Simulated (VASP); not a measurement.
Crystal: Ba2SnF6.

```
CELL_PARAMETERS angstrom
0.00000 4.12704 4.12704
4.12704 0.00000 4.12704
4.12704 4.12704 0.00000
ATOMIC_POSITIONS crystal
Ba 0.25000 0.25000 0.25000
Ba 0.75000 0.75000 0.75000
Sn 0.00000 0.00000 0.00000
F 0.75836 0.24164 0.24164
F 0.24164 0.75836 0.24164
F 0.24164 0.24164 0.75836
F 0.24164 0.75836 0.75836
F 0.75836 0.24164 0.75836
F 0.75836 0.75836 0.24164
```

* Program: VASP 6.6.1
* Task: relaxation of cell and atoms
* Functional: PBE
* Potentials or basis: VASP PAW PBE potentials, release 64 (Ba_sv, Sn_d, F)
* Cutoff: 600 eV
* k mesh: 4 × 4 × 4
* Occupations: gaussian, width 0.1 eV
* Spin: no spin polarisation

At the start: pressure 25.7 GPa; volume 15.62 Å³/atom.

Q: Where does the relaxation end?

A: Over 7 steps the energy falls by 406.8 meV/atom and the volume is 18.37 Å³/atom (+17.6 %); space group Fm-3m (No. 225, to 0.05 Å).

The path:
| step | energy change (eV) | largest force (eV/Å) | pressure (GPa) | volume (Å³) |
| --- | --- | --- | --- | --- |
| 1 | 0.0000 | 4.2404 | 25.74 | 140.59 |
| 2 | -2.5450 | 1.1963 | -8.03 | 198.07 |
| 3 | -3.6236 | 0.1042 | -1.20 | 173.44 |
| 4 | -3.6267 | 0.1715 | -0.83 | 172.56 |
| 5 | -3.6268 | 0.2247 | -0.54 | 171.88 |
| 6 | -3.6425 | 0.1784 | -0.35 | 170.23 |
| 7 | -3.6615 | 0.0342 | 0.29 | 165.35 |

Final structure:
```
CELL_PARAMETERS angstrom
0.00000 4.35633 4.35633
4.35633 0.00000 4.35633
4.35633 4.35633 0.00000
ATOMIC_POSITIONS crystal
Ba 0.25000 0.25000 0.25000
Ba 0.75000 0.75000 0.75000
Sn 0.00000 0.00000 0.00000
F 0.73886 0.26114 0.26114
F 0.26114 0.73886 0.26114
F 0.26114 0.26114 0.73886
F 0.26114 0.73886 0.73886
F 0.73886 0.26114 0.73886
F 0.73886 0.73886 0.26114
```

Caveat: the volume moved by over 15 % at a fixed basis, so the end points are rough.
